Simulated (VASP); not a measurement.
A run of VASP 6.6.1:

INCAR

```
PREC     = Accurate       # precision mode
ENCUT    = 520            # plane-wave cutoff, eV
EDIFF    = 1E-6           # SCF threshold, eV
ISMEAR   = 0              # smearing method
SIGMA    = 0.1            # smearing width, eV
LREAL    = F              # projectors in reciprocal space
LASPH    = T              # aspherical terms in the spheres
NELM     = 80             # most SCF steps
ALGO     = Normal         # electronic algorithm
ISIF     = 2              # what is computed and relaxed
LWAVE    = F              # write WAVECAR
LCHARG   = T              # write CHGCAR
GGA      = PS             # functional
LELF     = T              # ELF
LVHAR    = T            
NBANDS   = 10             # bands
```

KPOINTS

```
regular mesh
0
Gamma
  12 12 12
```

File POSCAR:

```
K
1.0
    0.0000000000      3.5353829569      3.5353829569
    3.5353829569      0.0000000000      3.5353829569
    3.5353829569      3.5353829569      0.0000000000
K
1
Direct
    0.0000000000      0.0000000000      0.0000000000
```

Potentials or basis: VASP PAW PBE potentials, release 64 (K_sv).

Launch:

```bash
$ cat potpaw_PBE.64/K_sv/POTCAR > POTCAR
$ mpirun -np 1 vasp_std > vasp.out
```

Hardware: 1 thread of AMD EPYC 9R45 96-Core Processor (Zen 5), on a shared host.

Task: How long does it take, and how much memory?

Result: Run time: 29 s on 1 thread of AMD EPYC 9R45 96-Core Processor (Zen 5), on a shared host, peak memory 0.23 GiB. Counts: scf iterations 11, k points 72.
